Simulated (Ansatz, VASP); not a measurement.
## PtS2: VASP beside Ansatz

```
Pt S
1.0
     3.54320    0.00000    0.00000
    -1.77160    3.06850    0.00000
     0.00000    0.00000    5.03880
Pt S
1 2
Direct
  0.00000 0.00000 0.00000
  0.33333 0.66667 0.22700
  0.66667 0.33333 0.77300
```

Alike in both runs: task single point; functional PBE; dispersion D3(BJ); k mesh 6 × 6 × 4; occupations gaussian, width 0.1 eV; no spin polarisation.

|  | VASP | Ansatz |
| --- | --- | --- |
| version | VASP 6.6.1 | Ansatz 0.2.0 |
| potentials or method | VASP PAW PBE potentials, release 64 (Pt_sv_GW, S), cutoff 500 eV | scalar-relativistic, plane waves, PAW |
| valence electrons in the cell | 30 | 30 |

|  | VASP | Ansatz | Ansatz less VASP |
| --- | --- | --- | --- |
| gap on the k mesh at the Fermi level (eV) | 0.98 | 0.97 | -0.015 |
| least direct gap on the mesh (eV) | 1.50 | 1.48 | -0.019 |
| pressure (GPa) | 6.4 | 7.8 | +1.35 |
| traceless stress, the component that is largest in VASP (GPa) | -1.08 | -1.20 | -0.129 |
| rms of the force components (eV/Å) | 0.597 | 0.609 | +0.0117 |

Atom by atom the forces differ by 0.012 eV/Å (rms over components).

Spin-orbit coupling is off throughout.
